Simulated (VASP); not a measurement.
# Si8HO16 (a cell with a defect) in VASP: a series of runs

Runs on Si8HO16 (a cell with a defect). Level: PBE. Tasks: single point.

Program: VASP 6.6.1. These are calculated values, not measurements. Logs are shortened: lines on timing, memory, paths and dates and some standing lists are left out, and cuts for length are marked.

## (1) The cell of the first run

The cell holds a defect, 25 atoms: a = 5.908 Å, b = 5.908 Å, c = 5.330 Å, α = 90.00°, β = 90.00°, γ = 90.00°.

## (2) Single point, PBE

INCAR reads:

```
SYSTEM = Si8HO16
ALGO = Normal
EDIFF = 1E-6
ENCUT = 520
GGA = PE
ISIF = 2
ISMEAR = -1
LASPH = .TRUE.
LCHARG = .FALSE.
LREAL = Auto
LWAVE = .FALSE.
NBANDS = 82
NELECT = 128.0
NELM = 100
PREC = Accurate
SIGMA = 0.05
```

KPOINTS reads:

```
k-points
0
G
  2 2 2
  0 0 0
```

POSCAR reads:

```
Si8HO16
1.0
   -4.1773000000     -4.1773000000      0.0000000000
    4.1773000000     -4.1773000000      0.0000000000
    0.0000000000      0.0000000000      5.3304000000
Si O H
8 16 1
Direct
    0.4986243507      0.4953899648      0.0002592676
   -0.0020659278      0.4999461375      0.2483517184
    0.4881192397      0.4913940823      0.5002596428
   -0.0020439040      0.4999597826      0.7521613763
   -0.0089215522     -0.0005187561      0.0002590800
    0.4894093074     -0.0034336773      0.2412935239
    0.0199187274      0.0050919254      0.5002632073
    0.4893866852     -0.0034290092      0.7592103782
    0.1933466593      0.4914018624      0.0002620816
   -0.0105283317      0.1941826060      0.2530669368
    0.8027192205      0.5037660690      0.0002542023
    0.0045172719      0.8066258109      0.2513957677
    0.1892821918      0.4922841309      0.5002551403
   -0.0105231848      0.1941860771      0.7474429686
    0.7986845570      0.5158566538      0.5002686478
    0.0045310368      0.8066316760      0.7491306469
    0.6882856151     -0.0086013693      0.0002570164
    0.4892361094      0.6907459364      0.2499737356
    0.2966888900      0.0040283197      0.0002545775
    0.5049679219      0.2976615278      0.2528223023
    0.6972034568     -0.0332157135      0.5002639577
    0.4892271324      0.6907470136      0.7505204112
    0.3103815862      0.0029078591      0.5002466982
    0.5049551145      0.2976649989      0.7476973585
    0.7241559141      0.7963003615      0.5002845940
```

Potentials or basis: VASP PAW PBE potentials, release 64 (Si, O, H).

Launch:

```sh
cat potpaw_PBE.64/Si/POTCAR potpaw_PBE.64/O/POTCAR potpaw_PBE.64/H/POTCAR > POTCAR
mpirun -np 1 vasp_std > vasp.out
```

OUTCAR:

```text
SYSTEM = Si8HO16
   EDIFF = 1E-6
   ENCUT = 520
   GGA = PE
   ISIF = 2
   ISMEAR = -1
   LASPH = .TRUE.
   LREAL = Auto
   NELECT = 128.0
   NELM = 100
   PREC = Accurate

 ion  position               nearest neighbor table
   1  0.499  0.495  0.000-  18 1.76  22 1.76  24 1.78  20 1.78  11 1.80   9 1.80   3 2.67   3 2.67

   2  0.998  0.500  0.248-  11 1.75  13 1.76   9 1.76  15 1.79  10 1.81  12 1.81   4 2.64   4 2.69

   3  0.488  0.491  0.500-  24 1.75  20 1.75  13 1.77  22 1.78  18 1.78  15 1.84   1 2.67   1 2.67

   4  0.998  0.500  0.752-  11 1.75  13 1.76   9 1.76  15 1.79  14 1.81  16 1.81   2 2.64   2 2.69

   5  0.991  0.999  0.000-  16 1.76  12 1.76  10 1.77  14 1.77  17 1.79  19 1.81   7 2.67   7 2.67

   6  0.489  0.997  0.241-  19 1.72  23 1.74  17 1.74  20 1.78  18 1.81  21 1.86   8 2.57   8 2.76
                             7 3.10
   7  0.020  0.005  0.500-  23 1.72  14 1.74  10 1.74  16 1.77  12 1.77  21 1.92   5 2.67   5 2.67
                             8 3.10   6 3.10
   8  0.489  0.997  0.759-  19 1.72  23 1.74  17 1.74  24 1.78  22 1.81  21 1.86   6 2.57   6 2.76
                             7 3.10
   9  0.193  0.491  0.000-   4 1.76   2 1.76   1 1.80
  10  0.989  0.194  0.253-   7 1.74   5 1.77   2 1.81
  11  0.803  0.504  0.000-   2 1.75   4 1.75   1 1.80
  12  0.005  0.807  0.251-   5 1.76   7 1.77   2 1.81
  13  0.189  0.492  0.500-   4 1.76   2 1.76   3 1.77
  14  0.989  0.194  0.747-   7 1.74   5 1.77   4 1.81
  15  0.799  0.516  0.500-   4 1.79   2 1.79   3 1.84
  16  0.005  0.807  0.749-   5 1.76   7 1.77   4 1.81
  17  0.688  0.991  0.000-   6 1.74   8 1.74   5 1.79
  18  0.489  0.691  0.250-   1 1.76   3 1.78   6 1.81
  19  0.297  0.004  0.000-   8 1.72   6 1.72   5 1.81
  20  0.505  0.298  0.253-   3 1.75   6 1.78   1 1.78
  21  0.697  0.967  0.500-  25 1.02   8 1.86   6 1.86   7 1.92
  22  0.489  0.691  0.751-   1 1.76   3 1.78   8 1.81
  23  0.310  0.003  0.500-   7 1.72   8 1.74   6 1.74
  24  0.505  0.298  0.748-   3 1.75   8 1.78   1 1.78
  25  0.724  0.796  0.500-  21 1.02

  LATTYP: Found a simple tetragonal cell.
 ALAT       =     5.9075943141
 C/A-ratio  =     0.9022962168

  Lattice vectors:

 A1 = (  -4.1773000000,  -4.1773000000,   0.0000000000)
 A2 = (   4.1773000000,  -4.1773000000,   0.0000000000)
 A3 = (   0.0000000000,   0.0000000000,   5.3304000000)

Analysis of symmetry for initial positions (statically):
=====================================================================
 Subroutine PRICEL returns:
 Original cell was already a primitive cell.

 Routine SETGRP: Setting up the symmetry group for a
 simple tetragonal supercell.

 Subroutine GETGRP returns: Found  1 space group operations
 (whereof  1 operations were pure point group operations)
 out of a pool of 16 trial point group operations.

The static configuration has the point symmetry C_1 .

Analysis of symmetry for dynamics (positions and initial velocities):
=====================================================================
 Subroutine PRICEL returns:
 Original cell was already a primitive cell.

 Routine SETGRP: Setting up the symmetry group for a
 simple tetragonal supercell.

 Subroutine GETGRP returns: Found  1 space group operations
 (whereof  1 operations were pure point group operations)
 out of a pool of 16 trial point group operations.

The dynamic configuration has the point symmetry C_1 .

 Subroutine INISYM returns: Found  1 space group operations
 (whereof  1 operations are pure point group operations),
 and found     1 'primitive' translations

----------------------------------------------------------------------------------------

                                     Primitive cell

  volume of cell :     186.0292

  direct lattice vectors                    reciprocal lattice vectors
    -4.177300000 -4.177300000  0.000000000    -0.119694540 -0.119694540  0.000000000
     4.177300000 -4.177300000  0.000000000     0.119694540 -0.119694540  0.000000000
     0.000000000  0.000000000  5.330400000     0.000000000  0.000000000  0.187603182

  length of vectors
     5.907594314  5.907594314  5.330400000     0.169273641  0.169273641  0.187603182

  position of ions in fractional coordinates (direct lattice)
     0.498624351  0.495389965  0.000259268
     0.997934072  0.499946137  0.248351718
     0.488119240  0.491394082  0.500259643
     0.997956096  0.499959783  0.752161376
     0.991078448  0.999481244  0.000259080
     0.489409307  0.996566323  0.241293524
[... 17 lines left out ...]
     0.504955114  0.297664999  0.747697358
     0.724155914  0.796300362  0.500284594

  ion indices of the primitive-cell ions
   primitive index   ion index
                 1           1
                 2           2
                 3           3
                 4           4
                 5           5
                 6           6
[... 17 lines left out ...]
                24          24
                25          25

----------------------------------------------------------------------------------------

 KPOINTS: k-points

Automatic generation of k-mesh.
 Grid dimensions read from file:
 generate k-points for:    2    2    2

 Generating k-lattice:

  Cartesian coordinates                     Fractional coordinates (reciprocal lattice)
    -0.059847270 -0.059847270  0.000000000     0.500000000  0.000000000  0.000000000
     0.059847270 -0.059847270  0.000000000     0.000000000  0.500000000  0.000000000
     0.000000000  0.000000000  0.093801591     0.000000000  0.000000000  0.500000000

  Length of vectors
     0.084636821  0.084636821  0.093801591

  Shift w.r.t. Gamma in fractional coordinates (k-lattice)
     0.000000000  0.000000000  0.000000000

 Subroutine IBZKPT returns following result:
 ===========================================

 Found      8 irreducible k-points:

 Following reciprocal coordinates:
            Coordinates               Weight
  0.000000  0.000000  0.000000      1.000000
  0.500000  0.000000  0.000000      1.000000
  0.000000  0.500000  0.000000      1.000000
  0.500000  0.500000  0.000000      1.000000
  0.000000  0.000000  0.500000      1.000000
  0.500000  0.000000  0.500000      1.000000
  0.000000  0.500000  0.500000      1.000000
  0.500000  0.500000  0.500000      1.000000
   k-points           NKPTS =      8   k-points in BZ     NKDIM =      8   number of bands    NBANDS=     82
   number of dos      NEDOS =    301   number of ions     NIONS =     25
   total plane-waves  NPLWV =  92160
   dimension x,y,z NGX =    48 NGY =   48 NGZ =   40
   dimension x,y,z NGXF=    96 NGYF=   96 NGZF=   80
   ions per type =               8  16   1
   NGX,Y,Z   is equivalent  to a cutoff of  13.51, 13.51, 12.48 a.u.
   NGXF,Y,Z  is equivalent  to a cutoff of  27.02, 27.02, 24.95 a.u.
 SYSTEM =  Si8HO16
   PREC   = accura    normal or accurate (medium, high low for compatibility)
   ISTART =      0    job   : 0-new  1-cont  2-samecut
   ICHARG =      2    charge: 1-file 2-atom 10-const
   ISPIN  =      1    spin polarized calculation?
   LNONCOLLINEAR =      F non collinear calculations
   LSORBIT =      F    spin-orbit coupling
   LASPH  =      T    aspherical Exc in radial PAW
   ENCUT  =  520.0 eV  38.22 Ry    6.18 a.u.  10.98 10.98  9.91*2*pi/ulx,y,z
   NELM   =    100;   NELMIN=  2; NELMDL= -5     # of ELM steps
   EDIFF  = 0.1E-05   stopping-criterion for ELM
   LREAL  =      T    real-space projection
   EDIFFG = 0.1E-04   stopping-criterion for IOM
   NSW    =      0    number of steps for IOM
   IBRION =     -1    ionic relax: 0-MD 1-quasi-New 2-CG
   NFREE  =      0    steps in history (QN), initial steepest desc. (CG)
   ISIF   =      2    stress and relaxation
   ISYM   =      2    0-nonsym 1-usesym 2-fastsym
   POTIM  = 0.5000    time-step for ionic-motion
   TEBEG  =    0.0;   TEEND  =   0.0 temperature during run
   PSTRESS=    0.0 pullay stress
   NELECT =     128.0000    total number of electrons
   NUPDOWN=      -1.0000    fix difference up-down
   EMIN   =  10.00;   EMAX   =-10.00  energy-range for DOS
   EFERMI =   0.00;   METHOD = LEGACY
   ISMEAR =    -1;   SIGMA  =   0.05  broadening in eV -4-tet -1-fermi 0-gaus
   EFERMI_NEDOS =   21; number of points for ismear=-14 and -15
   IALGO  =     38    algorithm
   IMIX   =      4    mixing-type and parameters
     AMIX     =   0.40;   BMIX     =  1.00
     AMIX_MAG =   1.60;   BMIX_MAG =  1.00
  volume/ion in A,a.u.               =       7.44        50.22
  Fermi-wavevector in a.u.,A,eV,Ry     =   1.445277  2.731178 28.420200  2.088826
  Thomas-Fermi vector in A             =   2.563477
   LORBIT       =      0    0 simple, 1 ext, 2 COOP (PROOUT), +10 PAW based schemes
   GGA     = PE    functional components
   LHFCALC =     F    Hartree Fock is set to
   AEXX    =    0.0000 exact exchange contribution
   IVDW    =     0    specifies the selected vdW correction
   LEPSILON=     F    determine dielectric tensor
   LRPA    =     F    only Hartree local field effects (RPA)
 non-spin polarized calculation
  energy-cutoff  :      520.00
  volume of cell :      186.03
 maximum number of plane-waves:      5032
 NGX is ok and might be reduce to    48
   NGX = 21   NGY = 21   NGZ = 19

 number of electron     127.9999973 magnetization

 Free energy of the ion-electron system (eV)
  ---------------------------------------------------
  ext. energy  EPLUGINS =         0.00000000
  ---------------------------------------------------
  free energy    TOTEN  =      -197.06020191 eV

  energy without entropy =     -197.06020191  energy(sigma->0) =     -197.06020191

 E-fermi :   9.3758     XC(G=0): -12.2843

 val. band max:        8.2101307865   @ k =   0.0000   0.0000   0.0000
 cond. band min:      13.8961163774   @ k =   0.0000   0.0000   0.0000
 fundamental gap:      5.6859855909
 Fermi energy:         9.3758081146

 k-point     1 :       0.0000    0.0000    0.0000
  band No.  band energies     occupation
      1     -14.5791      2.00000
      2     -12.9735      2.00000
      3     -12.3510      2.00000
      4     -12.2816      2.00000
      5     -11.6095      2.00000
      6     -11.4102      2.00000
[... 68 lines left out ...]
     75      17.6931      0.00000
     76      18.4211      0.00000
[... 551 lines left out ...]
     75      18.7880      0.00000
     76      18.8156      0.00000
 [bands above 76 left out]

------------------------ aborting loop because EDIFF is reached ----------------------------------------

  FORCE on cell =-STRESS in cart. coord.  units (eV):
  Direction    XX          YY          ZZ          XY          YZ          ZX
  --------------------------------------------------------------------------------------
  -------------------------------------------------------------------------------------
  Total       -3.1356138      5.9082632      6.1890096      5.6255439      0.0006734      0.0012834
  in kB      -27.0054875     50.8849424     53.3028718     48.4500211      0.0057995      0.0110536
  external PRESSURE =      25.7274423 kB  Pullay stress =       0.0000000 kB

 VOLUME and BASIS-vectors are now :
 -----------------------------------------------------------------------------
  energy-cutoff  :      520.00
  volume of cell :      186.03
      direct lattice vectors                 reciprocal lattice vectors
    -4.177300000 -4.177300000  0.000000000    -0.119694540 -0.119694540  0.000000000
     4.177300000 -4.177300000  0.000000000     0.119694540 -0.119694540  0.000000000
     0.000000000  0.000000000  5.330400000     0.000000000  0.000000000  0.187603182

 POSITION                                       TOTAL-FORCE (eV/Angst)
 -----------------------------------------------------------------------------------
     -0.01351     -4.15230      0.00138         0.000724     -0.004401     -0.000663
     -2.08024     -6.25709      1.32381         0.001617      0.006824      0.015105
      0.01368     -4.09172      2.66658         0.002786     -0.005557     -0.000901
     -2.08028     -6.25724      4.00932         0.001825      0.009286     -0.014483
      0.03510     -8.31517      0.00138         0.007401      0.004191     -0.000326
      2.11855     -6.20737      1.28619        -0.013664     -0.011966      0.044128
[... 17 lines left out ...]
     -0.86591     -3.35278      3.98553        -0.010747      0.004471      0.003614
      0.30137     -6.35140      2.66672        -0.059249      0.046455     -0.000440
 -----------------------------------------------------------------------------------
    total drift:                               -0.012857     -0.025612      0.003012

  FREE ENERGIE OF THE ION-ELECTRON SYSTEM (eV)
  ---------------------------------------------------
  free  energy   TOTEN  =      -197.0602019129 eV

  energy  without entropy=     -197.0602019129  energy(sigma->0) =     -197.06020191
```

It took 1.9 min on 1 thread of Intel Xeon 6975P-C (Granite Rapids), shared host; peak memory 0.32 GiB.

Results:

* Free energy: -197.0602 eV
* Largest force: 0.075 eV/Å

Forces in eV/Å, atoms in the order of the input:
```
Si   0.001 -0.004 -0.001
Si   0.002  0.007  0.015
Si   0.003 -0.006 -0.001
Si   0.002  0.009 -0.014
Si   0.007  0.004  0.000
Si  -0.014 -0.012  0.044
Si   0.013  0.017 -0.002
Si  -0.015 -0.014 -0.043
O   -0.010 -0.012  0.001
O    0.016 -0.016  0.001
O    0.013  0.022 -0.001
O   -0.014  0.014 -0.001
O   -0.017 -0.012  0.000
O    0.016 -0.015  0.002
O    0.023 -0.005 -0.001
O   -0.014  0.014 -0.001
O   -0.024 -0.019 -0.001
O    0.011 -0.015  0.013
O    0.030  0.031  0.000
O   -0.010  0.005 -0.003
O    0.041 -0.024  0.001
O    0.011 -0.016 -0.011
O   -0.001 -0.004  0.002
O   -0.011  0.004  0.004
H   -0.059  0.046  0.000
```

Levels at points of the mesh, in eV from the Fermi level:
| k point | band 62 | band 63 | band 64 | band 65 | band 66 | band 67 |
| --- | --- | --- | --- | --- | --- | --- |
| (0.00, 0.00, 0.00) | -2.02 | -1.86 | -1.17 | 4.52 | 5.66 | 6.03 |
| (0.50, 0.00, 0.00) | -2.50 | -1.98 | -1.76 | 5.55 | 5.88 | 6.45 |
| (0.00, 0.50, 0.00) | -2.38 | -2.04 | -1.82 | 5.69 | 5.82 | 6.42 |
| (0.50, 0.50, 0.00) | -2.20 | -2.01 | -1.93 | 6.43 | 6.58 | 6.82 |
| (0.00, 0.00, 0.50) | -2.41 | -2.05 | -1.76 | 6.27 | 6.34 | 6.94 |
| (0.50, 0.00, 0.50) | -1.95 | -1.92 | -1.81 | 6.44 | 6.63 | 6.91 |
| (0.00, 0.50, 0.50) | -1.98 | -1.97 | -1.83 | 6.72 | 6.83 | 6.86 |
| (0.50, 0.50, 0.50) | -2.36 | -2.31 | -2.25 | 7.51 | 7.59 | 7.72 |

Caveat: the k points lie up to 0.59 Å⁻¹ apart; the cell carries a net charge on a neutralising background, which shifts energy and pressure; the cell is charged against a uniform background, so pressure and absolute levels hang on convention.

[end of part 1 of 2]
